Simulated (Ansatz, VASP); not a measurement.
# Al2Pt: VASP beside Ansatz

```
Al Pt
1.0
     3.00163    0.00000    0.00000
    -1.50082    2.59949    0.00000
     0.00000    0.00000    6.47454
Al Pt
2 1
Cartesian
  0.0000 1.7330 -0.3158
  0.0000 1.7330 3.5712
  1.5008 0.8665 1.6280
```

Alike in both runs: functional PBE; k mesh 7 × 7 × 3; occupations gaussian, width 0.2 eV; no spin polarisation.

Ansatz relaxed the structure, and its values are those at the end. VASP's run is a single point on that final structure, the one shown.

|  | VASP | Ansatz |
| --- | --- | --- |
| version | VASP 6.6.1 | Ansatz 0.2.0 |
| potentials or method | VASP PAW PBE potentials, release 64 (Al, Pt), cutoff 500 eV | scalar-relativistic, plane waves, PAW |
| valence electrons in the cell | 16 | 24 |

|  | VASP | Ansatz | Ansatz less VASP |
| --- | --- | --- | --- |
| gap on the k mesh at the Fermi level (eV) | none | none | - |
| pressure (GPa) | -0.2 | -0.1 | +0.13 |
| rms of the force components (eV/Å) | 0.005 | 0.001 | -0.0038 |

A gap of «none» marks a metal or a gap that the smearing closes. The functional is the same, so the differences come from potentials, cutoffs and numerics. VASP's potentials hold 16 valence electrons a cell and Ansatz's 24, so a difference there can come from the potentials and not from the codes.

Neither program's run includes spin-orbit coupling.
